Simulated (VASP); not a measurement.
# AlAs (F-43m) in VASP: G0W0 quasiparticle levels with PBE

Aim: the G0W0 quasiparticle levels of AlAs with PBE.

All numbers are computed with VASP 6.6.1; they aren't measurements. Logs are shortened: lines on timing, memory, paths and dates and some standing lists are left out, and cuts for length are marked.

## Step 1: The cell of the first run

The structure is cubic, space group F-43m (No. 216). The conventional cell has a = 5.962 Å, b = 5.962 Å, c = 5.962 Å, α = 90.00°, β = 90.00°, γ = 90.00°. Within 3.4 Å of Al (site symmetry -43m) lie 4 As at 2.58 Å. Within 3.4 Å of As (site symmetry -43m) lie 4 Al at 2.58 Å.

## Step 2: G0W0 quasiparticle levels, PBE

POSCAR reads:

```
AlAs
1.0
    0.0000000000      2.9808708699      2.9808708699
    2.9808708699      0.0000000000      2.9808708699
    2.9808708699      2.9808708699      0.0000000000
Al As
1 1
Direct
    0.0000000000      0.0000000000      0.0000000000
    0.2500000000      0.2500000000      0.2500000000
```

INCAR.step1 reads:

```
PREC     = Accurate       # precision mode
ENCUT    = 500            # plane-wave cutoff, eV
EDIFF    = 1E-8           # SCF threshold, eV
ISMEAR   = 0              # smearing method
SIGMA    = 0.01           # smearing width, eV
LREAL    = F              # projectors in reciprocal space
LASPH    = T              # aspherical terms in the spheres
NELM     = 60             # most SCF steps
ALGO     = Normal         # electronic algorithm
LWAVE    = T              # write WAVECAR
LCHARG   = F              # write CHGCAR
GGA      = PE             # functional
```

INCAR.step2 reads:

```
PREC     = Accurate       # precision mode
ENCUT    = 500            # plane-wave cutoff, eV
EDIFF    = 1E-8           # SCF threshold, eV
ISMEAR   = 0              # smearing method
SIGMA    = 0.01           # smearing width, eV
LREAL    = F              # projectors in reciprocal space
LASPH    = T              # aspherical terms in the spheres
NELM     = 1              # most SCF steps
ALGO     = Exact          # electronic algorithm
LWAVE    = T              # write WAVECAR
LCHARG   = F              # write CHGCAR
GGA      = PE             # functional
NBANDS   = 224            # bands
LOPTICS  = T              # frequency-dependent dielectric function
ISTART   = 1
```

INCAR.step3 reads:

```
PREC     = Accurate       # precision mode
ENCUT    = 500            # plane-wave cutoff, eV
EDIFF    = 1E-8           # SCF threshold, eV
ISMEAR   = 0              # smearing method
SIGMA    = 0.01           # smearing width, eV
LREAL    = F              # projectors in reciprocal space
LASPH    = T              # aspherical terms in the spheres
ALGO     = EVGW0          # electronic algorithm
LWAVE    = F              # write WAVECAR
LCHARG   = F              # write CHGCAR
GGA      = PE             # functional
NELMGW   = 1            
NBANDS   = 224            # bands
ENCUTGW  = 150.0          # cutoff of the response function
NOMEGA   = 96             # frequency points
PRECFOCK = Fast         
ISTART   = 1            
NBANDSGW = 12           
OMEGAMAX = 20
```

KPOINTS reads:

```
Automatic mesh
0
Gamma
  4 4 4
```

Potentials or basis: VASP PAW PBE potentials, release 64 (Al_GW, As_GW).

The run is started by

```bash
$ cat potpaw_PBE.64/Al_GW/POTCAR potpaw_PBE.64/As_GW/POTCAR > POTCAR
$ cp INCAR.step1 INCAR
$ mpirun -np 1 vasp_std > vasp.out
$ cp INCAR.step2 INCAR
$ mpirun -np 1 vasp_std > vasp.out
$ cp INCAR.step3 INCAR
$ mpirun -np 1 vasp_std > vasp.out
```

OUTCAR:

```text
PREC = Accurate
   ENCUT = 500
   EDIFF = 1E-8
   ISMEAR = 0
   LREAL = F
   LASPH = T
   GGA = PE
   NELMGW = 1
   ENCUTGW = 150.0
   PRECFOCK = Fast
   ISTART = 1

 ion  position               nearest neighbor table
   1  0.000  0.000  0.000-   2 2.58   2 2.58   2 2.58   2 2.58
   2  0.250  0.250  0.250-   1 2.58   1 2.58   1 2.58   1 2.58

  LATTYP: Found a face centered cubic cell.
 ALAT       =     5.9617417398

  Lattice vectors:

 A1 = (   0.0000000000,   2.9808708699,   2.9808708699)
 A2 = (   2.9808708699,   0.0000000000,   2.9808708699)
 A3 = (   2.9808708699,   2.9808708699,   0.0000000000)

Analysis of symmetry for initial positions (statically):
=====================================================================
 Subroutine PRICEL returns:
 Original cell was already a primitive cell.

 Routine SETGRP: Setting up the symmetry group for a
 face centered cubic supercell.

 Subroutine GETGRP returns: Found 24 space group operations
 (whereof 24 operations were pure point group operations)
 out of a pool of 48 trial point group operations.

The static configuration has the point symmetry T_d .

Analysis of symmetry for dynamics (positions and initial velocities):
=====================================================================
 Subroutine PRICEL returns:
 Original cell was already a primitive cell.

 Routine SETGRP: Setting up the symmetry group for a
 face centered cubic supercell.

 Subroutine GETGRP returns: Found 24 space group operations
 (whereof 24 operations were pure point group operations)
 out of a pool of 48 trial point group operations.

The dynamic configuration has the point symmetry T_d .

 Subroutine INISYM returns: Found 24 space group operations
 (whereof 24 operations are pure point group operations),
 and found     1 'primitive' translations

----------------------------------------------------------------------------------------

                                     Primitive cell

  volume of cell :      52.9736

  direct lattice vectors                    reciprocal lattice vectors
     0.000000000  2.980870870  2.980870870    -0.167736216  0.167736216  0.167736216
     2.980870870  0.000000000  2.980870870     0.167736216 -0.167736216  0.167736216
     2.980870870  2.980870870  0.000000000     0.167736216  0.167736216 -0.167736216

  length of vectors
     4.215588012  4.215588012  4.215588012     0.290527648  0.290527648  0.290527648

  position of ions in fractional coordinates (direct lattice)
     0.000000000  0.000000000  0.000000000
     0.250000000  0.250000000  0.250000000

  ion indices of the primitive-cell ions
   primitive index   ion index
                 1           1
                 2           2

----------------------------------------------------------------------------------------

 KPOINTS: Automatic mesh

Automatic generation of k-mesh.
 Grid dimensions read from file:
 generate k-points for:    4    4    4

 Generating k-lattice:

  Cartesian coordinates                     Fractional coordinates (reciprocal lattice)
    -0.041934054  0.041934054  0.041934054     0.250000000  0.000000000  0.000000000
     0.041934054 -0.041934054  0.041934054     0.000000000  0.250000000  0.000000000
     0.041934054  0.041934054 -0.041934054     0.000000000  0.000000000  0.250000000

  Length of vectors
     0.072631912  0.072631912  0.072631912

  Shift w.r.t. Gamma in fractional coordinates (k-lattice)
     0.000000000  0.000000000  0.000000000

 Subroutine IBZKPT returns following result:
 ===========================================

 Found      8 irreducible k-points:

 Following reciprocal coordinates:
            Coordinates               Weight
  0.000000  0.000000  0.000000      1.000000
  0.250000  0.000000  0.000000      8.000000
  0.500000  0.000000  0.000000      4.000000
  0.250000  0.250000  0.000000      6.000000
  0.500000  0.250000  0.000000     24.000000
 -0.250000  0.250000  0.000000     12.000000
  0.500000  0.500000  0.000000      3.000000
 -0.250000  0.500000  0.250000      6.000000
   k-points           NKPTS =      8   k-points in BZ     NKDIM =     64   number of bands    NBANDS=    224
   number of dos      NEDOS =    301   number of ions     NIONS =      2
   total plane-waves  NPLWV =  32768
   dimension x,y,z NGX =    32 NGY =   32 NGZ =   32
   dimension x,y,z NGXF=    64 NGYF=   64 NGZF=   64
   ions per type =               1   1
   NGX,Y,Z   is equivalent  to a cutoff of  12.62, 12.62, 12.62 a.u.
   NGXF,Y,Z  is equivalent  to a cutoff of  25.24, 25.24, 25.24 a.u.
 SYSTEM =  unknown system
   PREC   = accura    normal or accurate (medium, high low for compatibility)
   ISTART =      1    job   : 0-new  1-cont  2-samecut
   ICHARG =      0    charge: 1-file 2-atom 10-const
   ISPIN  =      1    spin polarized calculation?
   LNONCOLLINEAR =      F non collinear calculations
   LSORBIT =      F    spin-orbit coupling
   LASPH  =      T    aspherical Exc in radial PAW
   ENCUT  =  500.0 eV  36.75 Ry    6.06 a.u.   7.69  7.69  7.69*2*pi/ulx,y,z
   NELM   =     60;   NELMIN=  2; NELMDL=  0     # of ELM steps
   EDIFF  = 0.1E-07   stopping-criterion for ELM
   LREAL  =      F    real-space projection
   EDIFFG = 0.1E-06   stopping-criterion for IOM
   NSW    =      0    number of steps for IOM
   IBRION =     -1    ionic relax: 0-MD 1-quasi-New 2-CG
   NFREE  =      0    steps in history (QN), initial steepest desc. (CG)
   ISIF   =      0    stress and relaxation
   ISYM   =      3    0-nonsym 1-usesym 2-fastsym
   POTIM  = 0.5000    time-step for ionic-motion
   TEBEG  =    0.0;   TEEND  =   0.0 temperature during run
   PSTRESS=    0.0 pullay stress
   NELECT =       8.0000    total number of electrons
   NUPDOWN=      -1.0000    fix difference up-down
   EMIN   =  10.00;   EMAX   =-10.00  energy-range for DOS
   EFERMI =   0.00;   METHOD = LEGACY
   ISMEAR =     0;   SIGMA  =   0.01  broadening in eV -4-tet -1-fermi 0-gaus
   EFERMI_NEDOS =   21; number of points for ismear=-14 and -15
   IALGO  =     38    algorithm
   IMIX   =      4    mixing-type and parameters
     AMIX     =   0.40;   BMIX     =  1.00
     AMIX_MAG =   1.60;   BMIX_MAG =  1.00
  volume/ion in A,a.u.               =      26.49       178.74
  Fermi-wavevector in a.u.,A,eV,Ry     =   0.871803  1.647469 10.340977  0.760040
  Thomas-Fermi vector in A             =   1.990962
   LORBIT       =      0    0 simple, 1 ext, 2 COOP (PROOUT), +10 PAW based schemes
   GGA     = PE    functional components
   LHFCALC =     T    Hartree Fock is set to
   PRECFOCK=fast      Normal, Fast or Accurate (Low or Medium for compatibility)
   ENCUT4O =  -1.0   cutoff for four orbital integrals eV
   NKREDX  =     1    reduce k-point grid by
   NKREDY  =     1    reduce k-point grid by
   NKREDZ  =     1    reduce k-point grid by
   AEXX    =    1.0000 exact exchange contribution
   HFSCREEN=    0.0000 screening length (either q_TF or 0.3 A-1)
   HFSCREENC=   0.0000 screening length for correlation (either q_TF or 0.3 A-1)
   ENCUTFOCK=  -1.0 apply spherical cutoff to Coloumb kernel
   IVDW    =     0    specifies the selected vdW correction
   LEPSILON=     F    determine dielectric tensor
   LRPA    =     F    only Hartree local field effects (RPA)
   LRPAFORCE           =     F    calculate RPA forces
   ENCUTGW             = 150.0    cutoff for response function in eV
   ENCUTGWSOFT         = 120.0    soft cutoff for Coulomb kernel in GW response function in eV
   ENCUTLF             =  -1.0    cutoff for local field effects
   NELMGW              =     1    number of iterations in solving QP/BSE equation
   NELMHF              =     1    number of iterations in the inner HF iteration
   NKREDLFX            =     1    NKREDLFY  =   1   NKREDLFZ  =   1
 non-spin polarized calculation
 Gauss-broadening in eV      SIGMA  =   0.01
  energy-cutoff  :      500.00
  volume of cell :       52.97
 maximum number of plane-waves:      1363
 NGX is ok and might be reduce to    32
  NGX = 18; NGY = 18; NGZ = 18
   NGX = 15   NGY = 15   NGZ = 15
 maximum number of plane-waves:       229
 NGX is ok and might be reduce to    18

 QP shifts <psi_nk| G(iteration)W_0 |psi_nk>: iteration 1
 for sc-GW calculations column KS-energies equals QP-energies in previous step
 and V_xc(KS)=  KS-energies - (<T + V_ion + V_H > + <T+V_H+V_ion>^1  + <V_x>^1)

 k-point   1 :       0.0000    0.0000    0.0000
  band No.  KS-energies  QP-energies   sigma(KS)   V_xc(KS)     V^pw_x(r,r')   Z            occupation Imag(sigma)

      1      -8.7693      -9.0935     -11.3168     -10.7748     -17.4757       0.5981       2.0000       0.9258
      2       2.3039       1.7453     -11.6963     -10.9436     -12.8449       0.7421       2.0000       0.0426
      3       2.3039       1.7453     -11.6963     -10.9436     -12.8449       0.7421       2.0000       0.0426
      4       2.3039       1.7453     -11.6963     -10.9436     -12.8449       0.7421       2.0000       0.0426
      5       3.1732       3.4291      -9.3579      -9.6985      -5.8258       0.7514       0.0000      -0.0650
      6       6.3005       6.3649      -8.6686      -8.7567      -4.2714       0.7317       0.0000      -0.0984
      7       6.3005       6.3649      -8.6686      -8.7567      -4.2714       0.7317       0.0000      -0.0984
      8       6.3005       6.3649      -8.6686      -8.7567      -4.2714       0.7317       0.0000      -0.0984
      9      10.3764      10.1571      -7.1832      -6.8886      -2.0173       0.7447       0.0000      -0.2717
     10      10.9856      10.9754      -8.6189      -8.6048      -3.3729       0.7237       0.0000      -0.2506
     11      10.9856      10.9754      -8.6189      -8.6048      -3.3729       0.7237       0.0000      -0.2506
     12      13.1939      12.9312      -7.4678      -7.1092      -1.8011       0.7324       0.0000      -0.5316

 k-point   2 :       0.2500    0.0000    0.0000
  band No.  KS-energies  QP-energies   sigma(KS)   V_xc(KS)     V^pw_x(r,r')   Z            occupation Imag(sigma)
[... 97 lines left out ...]
      1      -7.2401      -7.5352     -12.1028     -11.6572     -17.5482       0.6620       2.0000       0.7583
      2      -2.4181      -2.9762     -10.4487      -9.6229     -13.4938       0.6758       2.0000       0.2015
      3      -0.3341      -0.9658     -10.4694      -9.5780     -12.4526       0.7087       2.0000       0.0887
      4      -0.0506      -0.6665     -10.3808      -9.5188     -12.1603       0.7144       2.0000       0.0749
      5       6.5551       6.4618      -8.4903      -8.3645      -4.2639       0.7418       0.0000      -0.0987
      6       7.1192       7.2860      -9.6847      -9.9158      -5.1063       0.7215       0.0000      -0.1263
      7       7.4021       7.4831      -8.4835      -8.5956      -3.5947       0.7229       0.0000      -0.1458
      8       8.1658       8.0676      -8.2098      -8.0764      -3.5713       0.7356       0.0000      -0.1364
      9      11.8111      11.7700      -9.4094      -9.3506      -3.3345       0.6993       0.0000      -0.4642
     10      13.4308      13.4450      -9.6460      -9.6659      -3.5400       0.7145       0.0000      -0.5646
     11      13.8506      13.7679      -8.8815      -8.7655      -2.7687       0.7126       0.0000      -0.6078
     12      14.9086      14.9234      -9.1799      -9.2006      -3.0753       0.7152       0.0000      -0.6517
```

Wall time 4.1 min (1 thread of Intel Xeon Platinum 8488C (Sapphire Rapids), shared host); peak memory 0.63 GiB.

What came out:

| Property | Result |
| --- | --- |
| Quasiparticle gap | 1.68 eV |
| Least direct quasiparticle gap | 1.68 eV |
| Band gap of the starting levels on the mesh | 0.87 eV |
| Least direct gap of the starting levels on the mesh | 0.87 eV |

Caveat: the k points lie up to 0.46 Å⁻¹ apart; bands, screening cutoff and mesh are small and nothing is extrapolated, so the quasiparticle values aren't converged.
